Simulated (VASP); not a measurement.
# Ga3Te2O (P6/mmm) in VASP: further runs

Ga3Te2O is run at these levels: PBE; tasks: single point, relaxation of cell and atoms.

All numbers are computed with VASP 6.6.1; they aren't measurements. Logs are shortened: lines on timing, memory, paths and dates and some standing lists are left out, and cuts for length are marked.

### Step 1. The cell of the first run

Symmetry: P6/mmm, No. 191, hexagonal system. Conventional cell: a = 6.476 Å, b = 6.476 Å, c = 3.555 Å, α = 90.00°, β = 90.00°, γ = 120.00°. Ga (site symmetry mmm) has 4 Te at 2.58 Å and 4 Ga at 3.24 Å within 3.4 Å. Within 3.4 Å of Te (site symmetry -6m2) lie 6 Ga at 2.58 Å. O (site symmetry 6/mmm) has 2 O at 3.56 Å and 12 Ga at 3.69 Å and 6 Te at 3.74 Å within 4.7 Å.

The cell was generated, and may not be a known phase.

### Step 2. Single point, PBE

File INCAR:

```
SYSTEM = Ga3Te2O
PREC = Accurate ; ENCUT = 520
EDIFF = 1E-7 ; ISMEAR = 0
SIGMA = 0.1 ; LREAL = .False.
LASPH = .True. ; NELM = 60
ALGO = Normal ; ISIF = 2
LWAVE = .False. ; LCHARG = .False.
GGA = PE ; NBANDS = 38
```

File KPOINTS:

```
regular mesh
0
Gamma
  3 3 6
  0 0 0
```

File POSCAR:

```
Ga3Te2O
1.0
    6.4764943900      0.0000000000      0.0000000000
   -3.2382472000      5.6088086700      0.0000000000
    0.0000000000      0.0000000000      3.5552822600
Ga Te O
3 2 1
Direct
    0.5000000000      0.0000000000      0.5000000000
    0.5000000000      0.5000000000      0.5000000000
    0.0000000000      0.5000000000      0.5000000000
    0.3333333300      0.6666666700      0.0000000000
    0.6666666700      0.3333333300      0.0000000000
    0.0000000000      0.0000000000      0.0000000000
```

Potentials or basis: VASP PAW PBE potentials, release 64 (Ga_d, Te, O).

The run is started by

```console
cat potpaw_PBE.64/Ga_d/POTCAR potpaw_PBE.64/Te/POTCAR potpaw_PBE.64/O/POTCAR > POTCAR
mpirun -np 1 vasp_std > vasp.out
```

OUTCAR:

```text
SYSTEM = Ga3Te2O
   PREC = Accurate
   ENCUT = 520
   EDIFF = 1E-7
   ISMEAR = 0
   LREAL = .False.
   LASPH = .True.
   NELM = 60
   ISIF = 2
   GGA = PE

 ion  position               nearest neighbor table
   1  0.500  0.000  0.500-   4 2.58   5 2.58   4 2.58   5 2.58
   2  0.500  0.500  0.500-   4 2.58   5 2.58   4 2.58   5 2.58
   3  0.000  0.500  0.500-   4 2.58   5 2.58   4 2.58   5 2.58
   4  0.333  0.667  0.000-   3 2.58   3 2.58   1 2.58   1 2.58   2 2.58   2 2.58
   5  0.667  0.333  0.000-   3 2.58   3 2.58   1 2.58   1 2.58   2 2.58   2 2.58
   6  0.000  0.000  0.000-

  LATTYP: Found a hexagonal cell.
 ALAT       =     6.4764943900
 C/A-ratio  =     0.5489516467

  Lattice vectors:

 A1 = (   6.4764943900,   0.0000000000,   0.0000000000)
 A2 = (  -3.2382472000,   5.6088086700,   0.0000000000)
 A3 = (   0.0000000000,   0.0000000000,   3.5552822600)

Analysis of symmetry for initial positions (statically):
=====================================================================
 Subroutine PRICEL returns:
 Original cell was already a primitive cell.

 Routine SETGRP: Setting up the symmetry group for a
 hexagonal supercell.

 Subroutine GETGRP returns: Found 24 space group operations
 (whereof 24 operations were pure point group operations)
 out of a pool of 24 trial point group operations.

The static configuration has the point symmetry D_6h.

Analysis of symmetry for dynamics (positions and initial velocities):
=====================================================================
 Subroutine PRICEL returns:
 Original cell was already a primitive cell.

 Routine SETGRP: Setting up the symmetry group for a
 hexagonal supercell.

 Subroutine GETGRP returns: Found 24 space group operations
 (whereof 24 operations were pure point group operations)
 out of a pool of 24 trial point group operations.

The dynamic configuration has the point symmetry D_6h.

 Subroutine INISYM returns: Found 24 space group operations
 (whereof 24 operations are pure point group operations),
 and found     1 'primitive' translations

----------------------------------------------------------------------------------------

                                     Primitive cell

  volume of cell :     129.1471

[... 81 lines left out ...]
   ENCUT  =  520.0 eV  38.22 Ry    6.18 a.u.  12.04 12.04  6.61*2*pi/ulx,y,z
   NELM   =     60;   NELMIN=  2; NELMDL= -5     # of ELM steps
   EDIFF  = 0.1E-06   stopping-criterion for ELM
   LREAL  =      F    real-space projection
   EDIFFG = 0.1E-05   stopping-criterion for IOM
   NSW    =      0    number of steps for IOM
   IBRION =     -1    ionic relax: 0-MD 1-quasi-New 2-CG
   NFREE  =      0    steps in history (QN), initial steepest desc. (CG)
   ISIF   =      2    stress and relaxation
   ISYM   =      2    0-nonsym 1-usesym 2-fastsym
   POTIM  = 0.5000    time-step for ionic-motion
   TEBEG  =    0.0;   TEEND  =   0.0 temperature during run
   PSTRESS=    0.0 pullay stress
   NELECT =      57.0000    total number of electrons
   NUPDOWN=      -1.0000    fix difference up-down
   EMIN   =  10.00;   EMAX   =-10.00  energy-range for DOS
   EFERMI =   0.00;   METHOD = LEGACY
   ISMEAR =     0;   SIGMA  =   0.10  broadening in eV -4-tet -1-fermi 0-gaus
   EFERMI_NEDOS =   21; number of points for ismear=-14 and -15
   IALGO  =     38    algorithm
   IMIX   =      4    mixing-type and parameters
     AMIX     =   0.40;   BMIX     =  1.00
     AMIX_MAG =   1.60;   BMIX_MAG =  1.00
  volume/ion in A,a.u.               =      21.52       145.25
  Fermi-wavevector in a.u.,A,eV,Ry     =   1.246440  2.355431 21.138200  1.553614
  Thomas-Fermi vector in A             =   2.380618
   LORBIT       =      0    0 simple, 1 ext, 2 COOP (PROOUT), +10 PAW based schemes
   GGA     = PE    functional components
   LHFCALC =     F    Hartree Fock is set to
   AEXX    =    0.0000 exact exchange contribution
   IVDW    =     0    specifies the selected vdW correction
   LEPSILON=     F    determine dielectric tensor
   LRPA    =     F    only Hartree local field effects (RPA)
 non-spin polarized calculation
 Gauss-broadening in eV      SIGMA  =   0.10
  energy-cutoff  :      520.00
  volume of cell :      129.15
 maximum number of plane-waves:      3504
   NGX = 25   NGY = 25   NGZ = 13

 number of electron      56.9999989 magnetization

 Free energy of the ion-electron system (eV)
  ---------------------------------------------------
  ext. energy  EPLUGINS =         0.00000000
  ---------------------------------------------------
  free energy    TOTEN  =       -14.39864234 eV

  energy without entropy =      -14.36923978  energy(sigma->0) =      -14.38394106

 E-fermi :   5.5973     XC(G=0):  -9.8964

 val. band max:        5.5949646824   @ k =   0.3333   0.0000   0.1667
 cond. band min:       5.6031515780   @ k =   0.0000   0.0000   0.1667
 fundamental gap:      0.0081868957
 Fermi energy:         5.5973488788

 k-point     1 :       0.0000    0.0000    0.0000
  band No.  band energies     occupation
      1     -10.5814      2.00000
      2     -10.1262      2.00000
      3     -10.0369      2.00000
      4     -10.0227      2.00000
      5     -10.0227      2.00000
      6      -9.9955      2.00000
[... 481 lines left out ...]
     37      10.3971      0.00000
     38      13.1807      0.00000

------------------------ aborting loop because EDIFF is reached ----------------------------------------

  FORCE on cell =-STRESS in cart. coord.  units (eV):
  Direction    XX          YY          ZZ          XY          YZ          ZX
  --------------------------------------------------------------------------------------
  -------------------------------------------------------------------------------------
  Total       10.7382774     10.7382774     25.1872090     -0.0000000      0.0000000      0.0000000
  in kB      133.2172595    133.2172595    312.4682698     -0.0000001      0.0000000      0.0000000
  external PRESSURE =     192.9675963 kB  Pullay stress =       0.0000000 kB

 VOLUME and BASIS-vectors are now :
 -----------------------------------------------------------------------------
  energy-cutoff  :      520.00
  volume of cell :      129.15
      direct lattice vectors                 reciprocal lattice vectors
     6.476494390  0.000000000  0.000000000     0.154404519  0.089145491  0.000000000
    -3.238247200  5.608808670  0.000000000     0.000000000  0.178290981  0.000000000
     0.000000000  0.000000000  3.555282260     0.000000000  0.000000000  0.281271620

 POSITION                                       TOTAL-FORCE (eV/Angst)
 -----------------------------------------------------------------------------------
      3.23825      0.00000      1.77764        -0.000000      0.000000      0.000000
      1.61912      2.80440      1.77764        -0.000000      0.000000      0.000000
     -1.61912      2.80440      1.77764        -0.000000      0.000000      0.000000
     -0.00000      3.73921      0.00000         0.000000      0.000000      0.000000
      3.23825      1.86960      0.00000         0.000000     -0.000000      0.000000
      0.00000      0.00000      0.00000        -0.000000      0.000000      0.000000
 -----------------------------------------------------------------------------------
    total drift:                                0.000000      0.000000     -0.000000

  FREE ENERGIE OF THE ION-ELECTRON SYSTEM (eV)
  ---------------------------------------------------
  free  energy   TOTEN  =       -14.3986423362 eV

  energy  without entropy=      -14.3692397807  energy(sigma->0) =      -14.38394106
```

stdout:

```text
POSCAR found type information on POSCAR GaTeO
 POSCAR found :  3 types and       6 ions
 scaLAPACK will be used
 LDA part: xc-table for (Slater+PW92), standard interpolation
 POSCAR, INCAR and KPOINTS ok, starting setup
 FFT: planning ... GRIDC
 FFT: planning ... GRID_SOFT
 FFT: planning ... GRID
 WAVECAR not read
 entering main loop
```

Run time: 2.3 min. Hardware: 1 thread of Oxide Virtual Turin-like, shared host; peak memory 0.22 GiB.

Results:

```yaml
Free_energy: -14.3986 eV
Pressure: 19.3 GPa
Band_gap_on_the_k_mesh: zero (an odd number of electrons rules out a gap without spin polarisation)
```

Stress tensor (GPa, compression positive):
```
13.32  0.00  0.00
 0.00 13.32  0.00
 0.00  0.00 31.25
```

Caveat: the k points lie up to 0.37 Å⁻¹ apart, too coarse for converged energies and pressures of a metal; spin-orbit coupling is left out, which moves the levels of the heavy elements; an odd number of electrons without spin polarisation forces a metal; a magnetic or distorted state may lie lower.

### Step 3. Single point, PBE

This run uses another cell than the first one, of 28.70 Å³/atom.

File INCAR:

```
SYSTEM = Ga3Te2O
  ALGO = Normal
  EDIFF = 1E-7
  ENCUT = 520
  GGA = PE
  ISIF = 2
  ISMEAR = 0
  LASPH = .TRUE.
  LCHARG = .FALSE.
  LREAL = .FALSE.
  LWAVE = .FALSE.
  NBANDS = 38
  NELM = 80
  PREC = Accurate
  SIGMA = 0.1
```

File KPOINTS:

```
k-points
0
G
  3 3 6
  0 0 0
```

File POSCAR:

```
Ga3Te2O
1.0
    6.8546157020      0.0000000031      0.0000000000
   -3.4273078537      5.9362713296      0.0000000000
    0.0000000000      0.0000000000      4.2325319520
Ga Te O
3 2 1
Direct
    0.5000000000      0.0000000000      0.5000000000
    0.5000000000      0.5000000000      0.5000000000
    0.0000000000      0.5000000000      0.5000000000
    0.3333333333      0.6666666667      0.0000000000
    0.6666666667      0.3333333333      0.0000000000
    0.0000000000      0.0000000000      0.0000000000
```

Potentials or basis: VASP PAW PBE potentials, release 64 (Ga_d, Te, O).

The run is started by

```console
cat potpaw_PBE.64/Ga_d/POTCAR potpaw_PBE.64/Te/POTCAR potpaw_PBE.64/O/POTCAR > POTCAR
mpirun -np 1 vasp_std > vasp.out
```

It took 3.2 min on 1 thread of Oxide Virtual Turin-like, shared host; peak memory 0.3 GiB.

The run converged. Its results:

```
Free energy            : -16.8504 eV
Pressure               : 0.0 GPa
Band gap on the k mesh : zero (an odd number of electrons rules out a gap without spin polarisation)
```

Stress tensor (GPa, compression positive):
```
-0.03  0.00  0.00
 0.00 -0.03  0.00
 0.00  0.00  0.22
```

Levels at points of the mesh, in eV from the Fermi level:
| k point | band 26 | band 27 | band 28 | band 29 | band 30 | band 31 |
| --- | --- | --- | --- | --- | --- | --- |
| (0.00, 0.00, 0.00) | -0.07 | -0.07 | 0.03 | 0.69 | 1.41 | 1.41 |
| (0.00, 0.00, 0.50) | -1.36 | -0.36 | 0.13 | 0.13 | 0.25 | 0.25 |

Caveat: spin-orbit coupling is left out, which moves the levels of the heavy elements; an odd number of electrons without spin polarisation forces a metal; a magnetic or distorted state may lie lower.

### Step 4. Relaxation of cell and atoms, PBE

File INCAR:

```
PREC     = Accurate       # precision mode
ENCUT    = 600            # plane-wave cutoff, eV
EDIFF    = 1E-7           # SCF threshold, eV
ISMEAR   = 0              # smearing method
SIGMA    = 0.1            # smearing width, eV
LREAL    = F              # projectors in reciprocal space
LASPH    = T              # aspherical terms in the spheres
NELM     = 80             # most SCF steps
ALGO     = Normal         # electronic algorithm
ISIF     = 3              # what is computed and relaxed
LWAVE    = F              # write WAVECAR
LCHARG   = F              # write CHGCAR
GGA      = PE             # functional
IBRION   = 2              # ionic algorithm
NSW      = 90             # ionic steps
EDIFFG   = -0.04          # ionic threshold
```

File KPOINTS:

```
regular mesh
0
Gamma
  3 3 6
```

File POSCAR:

```
Ga3Te2O
1.0
    6.4764943900      0.0000000000      0.0000000000
   -3.2382472000      5.6088086700      0.0000000000
    0.0000000000      0.0000000000      3.5552822600
Ga Te O
3 2 1
Direct
    0.5000000000      0.0000000000      0.5000000000
    0.5000000000      0.5000000000      0.5000000000
    0.0000000000      0.5000000000      0.5000000000
    0.3333333300      0.6666666700      0.0000000000
    0.6666666700      0.3333333300      0.0000000000
    0.0000000000      0.0000000000      0.0000000000
```

The run is started by

```console
cat potpaw_PBE.64/Ga_d/POTCAR potpaw_PBE.64/Te/POTCAR potpaw_PBE.64/O/POTCAR > POTCAR
mpirun -np 1 vasp_std > vasp.out
```

It took 14 min on 1 thread of Oxide Virtual Turin-like, shared host; peak memory 0.28 GiB.

Results (log left out):

| Property | Result |
| --- | --- |
| Free energy | -16.8348 eV |
| Relaxed volume | 28.83 Å³/atom |
| Relaxed cell | a = 6.869 Å, b = 6.869 Å, c = 4.232 Å, α = 90.00°, β = 90.00°, γ = 120.00° |
| Space group after relaxing (to 0.1 Å) | P6/mmm (No. 191) |
| Energy gained by relaxing | 406.0 meV/atom |
| Ionic steps | 6 |
| Pressure after relaxing | -0.1 GPa |
| Band gap on the k mesh | zero (an odd number of electrons rules out a gap without spin polarisation) |

The path:
| step | energy change (eV) | largest force (eV/Å) | pressure (GPa) | volume (Å³) |
| --- | --- | --- | --- | --- |
| 1 | 0.0000 | 0.0000 | 19.27 | 129.15 |
| 2 | -2.3929 | 0.0000 | -1.25 | 183.19 |
| 3 | -2.4253 | 0.0000 | 0.14 | 173.65 |
| 4 | -2.4270 | 0.0000 | -0.18 | 175.57 |
| 5 | -2.4306 | 0.0000 | -0.17 | 174.92 |
| 6 | -2.4363 | 0.0000 | -0.11 | 172.96 |

Final structure:
```
Ga Te O
1.0
     6.86947    0.00000    0.00000
    -3.43474    5.94914    0.00000
     0.00000    0.00000    4.23216
Ga Te O
3 2 1
Direct
  0.50000 0.00000 0.50000
  0.50000 0.50000 0.50000
  0.00000 0.50000 0.50000
  0.33333 0.66667 0.00000
  0.66667 0.33333 0.00000
  0.00000 0.00000 0.00000
```

Levels at points of the mesh, in eV from the Fermi level:
```
           k point  band 26  band 27  band 28  band 29  band 30  band 31
(0.00, 0.00, 0.00)    -0.07    -0.07     0.03     0.70     1.40     1.40
(0.00, 0.00, 0.50)    -1.36    -0.36     0.12     0.12     0.26     0.26
```

Caveat: the k points lie up to 0.35 Å⁻¹ apart in the final cell, too coarse for converged energies and pressures of a metal; the volume moved by over 15 % at a fixed basis, so the end points are rough; spin-orbit coupling is left out, which moves the levels of the heavy elements; an odd number of electrons without spin polarisation forces a metal; a magnetic or distorted state may lie lower.

[end of part 1 of 2]
